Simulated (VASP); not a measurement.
# Sb (Im-3m) in VASP: further runs

Sb is run at these levels: PBEsol; tasks: relaxation of cell and atoms.

Program: VASP 6.6.1. These are calculated values, not measurements. Logs are shortened: lines on timing, memory, paths and dates and some standing lists are left out, and cuts for length are marked.

## 1. The cell of the first run

Symmetry: Im-3m, No. 229, cubic system. Conventional cell: a = 3.743 Å, b = 3.743 Å, c = 3.743 Å, α = 90.00°, β = 90.00°, γ = 90.00°. Sb (site symmetry m-3m) has 14 Sb at 3.24 to 3.74 Å within 4.3 Å.

## 2. Relaxation of cell and atoms, PBEsol, target pressure 10 GPa, at which the enthalpy is minimised

INCAR reads:

```
PREC = Accurate
ENCUT = 600
EDIFF = 1E-7
ISMEAR = -1
SIGMA = 0.05
LREAL = False
LASPH = True
NELM = 100
ALGO = Normal
ISIF = 3
LWAVE = False
LCHARG = False
GGA = PS
IBRION = 2
NSW = 80
EDIFFG = -0.02
PSTRESS = 100.0
```

KPOINTS reads:

```
Automatic mesh
0
Gamma
  10 10 10
```

POSCAR reads:

```
Sb
1.0
   -1.8713408863      1.8713408863      1.8713408863
    1.8713408863     -1.8713408863      1.8713408863
    1.8713408863      1.8713408863     -1.8713408863
Sb
1
Direct
    0.0000000000      0.0000000000      0.0000000000
```

Potentials or basis: VASP PAW PBE potentials, release 64 (Sb).

Run with:

```bash
$ cat potpaw_PBE.64/Sb/POTCAR > POTCAR
$ mpirun -np 1 vasp_std > vasp.out
```

OUTCAR:

```text
PREC = Accurate
   ENCUT = 600
   EDIFF = 1E-7
   ISMEAR = -1
   LREAL = False
   LASPH = True
   NELM = 100
   ISIF = 3
   GGA = PS
   IBRION = 2
   NSW = 80
   EDIFFG = -0.02
   PSTRESS = 100.0

 ion  position               nearest neighbor table
   1  0.000  0.000  0.000-

  LATTYP: Found a body centered cubic cell.
 ALAT       =     3.7426817726

  Lattice vectors:

 A1 = (  -1.8713408863,   1.8713408863,   1.8713408863)
 A2 = (   1.8713408863,  -1.8713408863,   1.8713408863)
 A3 = (   1.8713408863,   1.8713408863,  -1.8713408863)

Analysis of symmetry for initial positions (statically):
=====================================================================
 Subroutine PRICEL returns:
 Original cell was already a primitive cell.

 Routine SETGRP: Setting up the symmetry group for a
 body centered cubic supercell.

 Subroutine GETGRP returns: Found 48 space group operations
 (whereof 48 operations were pure point group operations)
 out of a pool of 48 trial point group operations.

The static configuration has the point symmetry O_h .

Analysis of symmetry for dynamics (positions and initial velocities):
=====================================================================
 Subroutine PRICEL returns:
 Original cell was already a primitive cell.

 Routine SETGRP: Setting up the symmetry group for a
 body centered cubic supercell.

 Subroutine GETGRP returns: Found 48 space group operations
 (whereof 48 operations were pure point group operations)
 out of a pool of 48 trial point group operations.

The dynamic configuration has the point symmetry O_h .

 Subroutine INISYM returns: Found 48 space group operations
 (whereof 48 operations are pure point group operations),
 and found     1 'primitive' translations

----------------------------------------------------------------------------------------

                                     Primitive cell

  volume of cell :      26.2131

  direct lattice vectors                    reciprocal lattice vectors
    -1.871340886  1.871340886  1.871340886     0.000000000  0.267188092  0.267188092
     1.871340886 -1.871340886  1.871340886     0.267188092  0.000000000  0.267188092
     1.871340886  1.871340886 -1.871340886     0.267188092  0.267188092  0.000000000

  length of vectors
     3.241257493  3.241257493  3.241257493     0.377861023  0.377861023  0.377861023

  position of ions in fractional coordinates (direct lattice)
     0.000000000  0.000000000  0.000000000

  ion indices of the primitive-cell ions
   primitive index   ion index
                 1           1

[... 54 lines left out ...]
   number of dos      NEDOS =    301   number of ions     NIONS =      1
   total plane-waves  NPLWV =  21952
   dimension x,y,z NGX =    28 NGY =   28 NGZ =   28
   dimension x,y,z NGXF=    56 NGYF=   56 NGZF=   56
   ions per type =               1
   NGX,Y,Z   is equivalent  to a cutoff of  14.36, 14.36, 14.36 a.u.
   NGXF,Y,Z  is equivalent  to a cutoff of  28.72, 28.72, 28.72 a.u.
 SYSTEM =  unknown system
   PREC   = accura    normal or accurate (medium, high low for compatibility)
   ISTART =      0    job   : 0-new  1-cont  2-samecut
   ICHARG =      2    charge: 1-file 2-atom 10-const
   ISPIN  =      1    spin polarized calculation?
   LNONCOLLINEAR =      F non collinear calculations
   LSORBIT =      F    spin-orbit coupling
   LASPH  =      T    aspherical Exc in radial PAW
   ENCUT  =  600.0 eV  44.10 Ry    6.64 a.u.   6.47  6.47  6.47*2*pi/ulx,y,z
   NELM   =    100;   NELMIN=  2; NELMDL= -5     # of ELM steps
   EDIFF  = 0.1E-06   stopping-criterion for ELM
   LREAL  =      F    real-space projection
   EDIFFG = -.2E-01   stopping-criterion for IOM
   NSW    =     80    number of steps for IOM
   IBRION =      2    ionic relax: 0-MD 1-quasi-New 2-CG
   NFREE  =      1    steps in history (QN), initial steepest desc. (CG)
   ISIF   =      3    stress and relaxation
   ISYM   =      2    0-nonsym 1-usesym 2-fastsym
   POTIM  = 0.5000    time-step for ionic-motion
   TEBEG  =    0.0;   TEEND  =   0.0 temperature during run
   PSTRESS=  100.0 pullay stress
   NELECT =       5.0000    total number of electrons
   NUPDOWN=      -1.0000    fix difference up-down
   EMIN   =  10.00;   EMAX   =-10.00  energy-range for DOS
   EFERMI =   0.00;   METHOD = LEGACY
   ISMEAR =    -1;   SIGMA  =   0.05  broadening in eV -4-tet -1-fermi 0-gaus
   EFERMI_NEDOS =   21; number of points for ismear=-14 and -15
   IALGO  =     38    algorithm
   IMIX   =      4    mixing-type and parameters
     AMIX     =   0.40;   BMIX     =  1.00
     AMIX_MAG =   1.60;   BMIX_MAG =  1.00
  volume/ion in A,a.u.               =      26.21       176.89
  Fermi-wavevector in a.u.,A,eV,Ry     =   0.942378  1.780837 12.083018  0.888077
  Thomas-Fermi vector in A             =   2.069982
   LORBIT       =      0    0 simple, 1 ext, 2 COOP (PROOUT), +10 PAW based schemes
   GGA     = PS    functional components
   LHFCALC =     F    Hartree Fock is set to
   AEXX    =    0.0000 exact exchange contribution
   IVDW    =     0    specifies the selected vdW correction
   LEPSILON=     F    determine dielectric tensor
   LRPA    =     F    only Hartree local field effects (RPA)
 conjugate gradient relaxation of ions
 non-spin polarized calculation
  energy-cutoff  :      600.00
  volume of cell :       26.21
 maximum number of plane-waves:       909
 NGX is ok and might be reduce to    28
   NGX = 13   NGY = 13   NGZ = 13

--------------------------------------- Ionic step        1  -------------------------------------------

 number of electron       5.0000000 magnetization

 Free energy of the ion-electron system (eV)
  ---------------------------------------------------
  ext. energy  EPLUGINS =         0.00000000
  ---------------------------------------------------
  free energy    TOTEN  =        -4.37535340 eV

  energy without entropy =       -4.36634367  energy(sigma->0) =       -4.37084854

 E-fermi :   8.6444     XC(G=0): -10.4453

 val. band max:        8.6244292020   @ k =  -0.3000   0.4000   0.1000
 cond. band min:       8.6453138434   @ k =   0.3000   0.1000   0.1000
 fundamental gap:      0.0208846414
 Fermi energy:         8.6443654631

 k-point     1 :       0.0000    0.0000    0.0000
  band No.  band energies     occupation
      1      -4.4088      2.00000
      2      14.3578      0.00000
      3      14.3578      0.00000
      4      14.3578      0.00000
      5      19.3642      0.00000
      6      19.3642      0.00000
[... 317 lines left out ...]
--------------------------------------- Ionic step        4  -------------------------------------------

 number of electron       5.0000000 magnetization

 Free energy of the ion-electron system (eV)
  ---------------------------------------------------
  ext. energy  EPLUGINS =         0.00000000
  ---------------------------------------------------
  free energy    TOTEN  =        -4.29546744 eV

  energy without entropy =       -4.28675317  energy(sigma->0) =       -4.29111030

 E-fermi :  10.2650     XC(G=0): -10.9543

 val. band max:       10.2575858332   @ k =   0.3000   0.1000   0.1000
 cond. band min:      10.2708589593   @ k =   0.2000   0.2000   0.0000
 fundamental gap:      0.0132731262
 Fermi energy:        10.2649834860

 k-point     1 :       0.0000    0.0000    0.0000
  band No.  band energies     occupation
      1      -3.7809      2.00000
      2      16.9686      0.00000
      3      16.9686      0.00000
      4      16.9686      0.00000
      5      21.4590      0.00000
      6      21.4590      0.00000
[... 239 lines left out ...]
  energy  without entropy=       -4.2867531657  energy(sigma->0) =       -4.29111030

  enthalpy is  TOTEN    =        -2.8373897443 eV   P V=        1.4580776908

 reached required accuracy - stopping structural energy minimisation
```

OSZICAR:

```text
N       E                     dE             d eps       ncg     rms          rms(c)
DAV:   1     0.946518737520E+01    0.94652E+01   -0.18091E+03   570   0.615E+02
DAV:   2    -0.413578545986E+01   -0.13601E+02   -0.13006E+02   834   0.780E+01
DAV:   3    -0.437980644600E+01   -0.24402E+00   -0.24057E+00   684   0.114E+01
DAV:   4    -0.438063863923E+01   -0.83219E-03   -0.83217E-03   750   0.880E-01
[... 27 lines left out ...]
       N       E                     dE             d eps       ncg     rms          rms(c)
DAV:   1    -0.429551301074E+01    0.41480E-02   -0.15938E-03   636   0.240E-01    0.358E-02
DAV:   2    -0.429548294022E+01    0.30071E-04   -0.23752E-05   564   0.425E-02    0.197E-02
DAV:   3    -0.429546751232E+01    0.15428E-04   -0.28695E-05   594   0.321E-02    0.591E-03
DAV:   4    -0.429546743508E+01    0.77244E-07   -0.17646E-07   618   0.437E-03
   4 F= -.28373897E+01 E0= -.28330326E+01  d E =-.981299E-01
```

CONTCAR:

```text
Sb
   1.00000000000000
    -1.8008481140906802    1.8008481140906802    1.8008481140906802
     1.8008481140906802   -1.8008481140906802    1.8008481140906802
     1.8008481140906802    1.8008481140906802   -1.8008481140906802
  Sb
     1
Direct
     0.0000000000000000    1.0000000000000000    0.0000000000000000

  0.00000000E+00  0.00000000E+00  0.00000000E+00
```

It took 71 s on 1 thread of AMD EPYC 7R13, shared host; peak memory 0.14 GiB.

Results:

* Free energy: -4.2955 eV
* Relaxed volume: 23.36 Å³/atom
* Relaxed cell: a = 3.119 Å, b = 3.119 Å, c = 3.119 Å, α = 109.47°, β = 109.47°, γ = 109.47°
* Space group after relaxing (to 0.05 Å): Im-3m (No. 229)
* Energy change on relaxing (the enthalpy is what falls): +79.9 meV/atom
* Ionic steps: 4
* Pressure after relaxing: 9.9 GPa

The path:
```
step  energy change (eV)  largest force (eV/Å)  pressure (GPa)  volume (Å³)
   1              0.0000                0.0000           -0.01        26.21
   2              0.4096                0.0000           28.64        20.48
   3              0.0757                0.0000            9.63        23.43
   4              0.0799                0.0000            9.95        23.36
```

Final structure:
```yaml
crystal:
  lattice:
    - [-1.80085, 1.80085, 1.80085]
    - [1.80085, -1.80085, 1.80085]
    - [1.80085, 1.80085, -1.80085]
  atoms:
    - { symbol: Sb, position: [0.00000, 0.00000, 0.00000] }
```

Caveat: the cell is relaxed towards a set pressure, so the enthalpy falls and the energy may rise; the PAW data sets were made with another functional, which shifts forces and pressure a little; spin-orbit coupling is left out, which moves the levels of the heavy elements.

## 3. Relaxation of cell and atoms, PBEsol, target pressure 20 GPa, at which the enthalpy is minimised

INCAR reads:

```
ALGO = Normal ; EDIFF = 1E-6
EDIFFG = -0.02 ; ENCUT = 600
GGA = PS ; IBRION = 2
ISIF = 3 ; ISMEAR = -1
LASPH = True ; LCHARG = False
LREAL = False ; LWAVE = False
NELM = 80 ; NSW = 80
PREC = Accurate ; PSTRESS = 200.0
SIGMA = 0.05
```

KPOINTS reads:

```
k-points
0
Gamma
  10 10 10
```

POSCAR is that of step 2.

Potentials or basis: VASP PAW PBE potentials, release 64 (Sb).

Run with:

```bash
$ cat potpaw_PBE.64/Sb/POTCAR > POTCAR
$ mpirun -np 1 vasp_std > vasp.out
```

It took 84 s on 1 thread of AMD EPYC 7R13, shared host; peak memory 0.14 GiB.

It converged, with:

- Free energy: -4.1332 eV
- Relaxed volume: 21.59 Å³/atom
- Relaxed cell: a = 3.038 Å, b = 3.038 Å, c = 3.038 Å, α = 109.47°, β = 109.47°, γ = 109.47°
- Space group after relaxing (to 0.05 Å): Im-3m (No. 229)
- Energy change on relaxing (the enthalpy is what falls): +242.2 meV/atom
- Ionic steps: 5
- Pressure after relaxing: 20.0 GPa

The path:
```csv
step,energy change (eV),largest force (eV/Å),pressure (GPa),volume (Å³)
1,0.0000,0.0000,-0.01,26.21
2,2.2775,0.0000,113.91,15.65
3,0.2034,0.0000,17.87,21.92
4,0.2282,0.0000,19.25,21.70
5,0.2422,0.0000,20.01,21.59
```

Final structure:
```
CELL_PARAMETERS angstrom
-1.75412 1.75412 1.75412
1.75412 -1.75412 1.75412
1.75412 1.75412 -1.75412
ATOMIC_POSITIONS crystal
Sb 0.00000 0.00000 0.00000
```

Levels at points of the mesh, in eV from the Fermi level:
```
           k point  band 1  band 2  band 3  band 4  band 5  band 6
(0.00, 0.00, 0.00)  -14.80    7.46    7.46    7.46   11.54   11.54
(0.50, 0.00, 0.00)   -9.27   -7.10    2.24    4.42    7.28    7.34
(0.50, 0.50, 0.50)   -4.39   -2.53   -2.53   -2.53    2.49    2.49
```

Caveat: the cell is relaxed towards a set pressure, so the enthalpy falls and the energy may rise; the volume moved by over 15 % at a fixed basis, so the end points are rough; the PAW data sets were made with another functional, which shifts forces and pressure a little; spin-orbit coupling is left out, which moves the levels of the heavy elements.

## 4. Relaxation of cell and atoms, PBEsol, target pressure 30 GPa, at which the enthalpy is minimised

INCAR reads:

```
PREC = Accurate
ENCUT = 600
EDIFF = 1E-7
ISMEAR = -1
SIGMA = 0.05
LREAL = False
LASPH = True
NELM = 80
ALGO = Normal
ISIF = 3
LWAVE = False
LCHARG = False
GGA = PS
IBRION = 2
NSW = 80
EDIFFG = -0.02
PSTRESS = 300.0
```

KPOINTS reads:

```
regular mesh
0
Gamma
  10 10 10
```

POSCAR is that of step 3.

Run with:

```bash
$ cat potpaw_PBE.64/Sb/POTCAR > POTCAR
$ mpirun -np 1 vasp_std > vasp.out
```

It took 90 s on 1 thread of AMD EPYC 7R13, shared host; peak memory 0.14 GiB.

It converged, with:

```yaml
Free_energy: -3.9358 eV
Relaxed_volume: 20.31 Å³/atom
Relaxed_cell: a = 2.977 Å, b = 2.977 Å, c = 2.977 Å, α = 109.47°, β = 109.47°, γ = 109.47°
Space_group_after_relaxing_to_0.05_Å: Im-3m (No. 229)
Energy_change_on_relaxing_the_enthalpy_is_what_falls: +439.5 meV/atom
Ionic_steps: 5
Pressure_after_relaxing: 30.1 GPa
```

Step by step:
```tsv
step	energy change (eV)	largest force (eV/Å)	pressure (GPa)	volume (Å³)
1	0.0000	0.0000	-0.01	26.21
2	7.5859	0.0000	364.39	11.65
3	0.2951	0.0000	22.83	21.19
4	0.3606	0.0000	26.19	20.76
5	0.4395	0.0000	30.11	20.31
```

Final structure:
```yaml
crystal:
  lattice:
    - [-1.71887, 1.71887, 1.71887]
    - [1.71887, -1.71887, 1.71887]
    - [1.71887, 1.71887, -1.71887]
  atoms:
    - { symbol: Sb, position: [0.00000, 0.00000, 0.00000] }
```

Levels at points of the mesh, in eV from the Fermi level:
```
           k point  band 1  band 2  band 3  band 4  band 5  band 6
(0.00, 0.00, 0.00)  -15.48    8.04    8.04    8.04   11.76   11.76
(0.50, 0.00, 0.00)   -9.49   -7.63    2.36    4.52    7.33    7.58
(0.50, 0.50, 0.50)   -4.05   -2.76   -2.76   -2.76    2.31    2.31
```

Caveat: the cell is relaxed towards a set pressure, so the enthalpy falls and the energy may rise; the volume moved by over 15 % at a fixed basis, so the end points are rough; the PAW data sets were made with another functional, which shifts forces and pressure a little; spin-orbit coupling is left out, which moves the levels of the heavy elements.

## 5. Summary

| cell | gap on the mesh (eV) | pressure (GPa) |
| --- | --- | --- |
| relaxed to 10 GPa | none | 9.9 |
| relaxed to 20 GPa | none | 20.0 |
| relaxed to 30 GPa | none | 30.1 |

Alike in all rows: task relaxation of cell and atoms; level PBEsol; potentials or basis VASP PAW PBE potentials, release 64 (Sb); no spin polarisation; k mesh 10 × 10 × 10; cutoff (eV) 600; smearing fermi-dirac 0.05 eV.

Caveats: the cell is relaxed towards a set pressure, so the enthalpy falls and the energy may rise; the PAW data sets were made with another functional, which shifts forces and pressure a little; spin-orbit coupling is left out, which moves the levels of the heavy elements; the volume moved by over 15 % at a fixed basis, so the end points are rough (some runs).

Absolute energies hang on the potentials; compare differences alone.
